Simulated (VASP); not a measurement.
Input of a VASP 6.6.1 run:

The input INCAR:

```
PREC = Accurate
ENCUT = 750
EDIFF = 1E-6
ISMEAR = 0
SIGMA = 0.05
LREAL = F
LASPH = T
NELM = 120
ALGO = Normal
ISIF = 2
LWAVE = F
LCHARG = T
GGA = CA
LELF = T
LVHAR = T
NBANDS = 45
GGA_COMPAT = F
```

Contents of KPOINTS:

```
regular mesh
0
Gamma
  6 6 6
```

POSCAR

```
LiNbO3
1.0
    2.5875380003      1.4939157610      4.5133562827
   -2.5875380003      1.4939157610      4.5133562827
    0.0000000000     -2.9878315220      4.5133562827
Li Nb O
2 2 6
Direct
    0.2820532489      0.2820532489      0.2820532489
    0.7820532489      0.7820532489      0.7820532489
    0.9985425380      0.9985425380      0.9985425380
    0.4985425380      0.4985425380      0.4985425380
    0.1062571809      0.3667678423      0.7180491900
    0.7180491900      0.1062571809      0.3667678423
    0.3667678423      0.7180491900      0.1062571809
    0.2180491900      0.8667678423      0.6062571809
    0.8667678423      0.6062571809      0.2180491900
    0.6062571809      0.2180491900      0.8667678423
```

Potentials or basis: VASP PAW LDA potentials, release 64 (Li_sv, Nb_sv, O).

Launch:

```console
$ cat potpaw_LDA.64/Li_sv/POTCAR potpaw_LDA.64/Nb_sv/POTCAR potpaw_LDA.64/O/POTCAR > POTCAR
$ mpirun -np 1 vasp_std > vasp.out
```

Q: What does it give for the pressure?

A: -7.4 GPa.

Q: What does it give for the band gap on the k mesh?

A: 3.35 eV (least direct gap 3.40 eV).

Q: Estimate the largest force.

A: 0.439 eV/Å.

Stress tensor (GPa, compression positive):
```
-9.57  0.00  0.00
 0.00 -9.57  0.00
 0.00  0.00 -3.19
```

Caveat: the stress differs along the axes, from -10 to -3 GPa. LDA gaps usually lie below the measured ones, often by a third to a half.
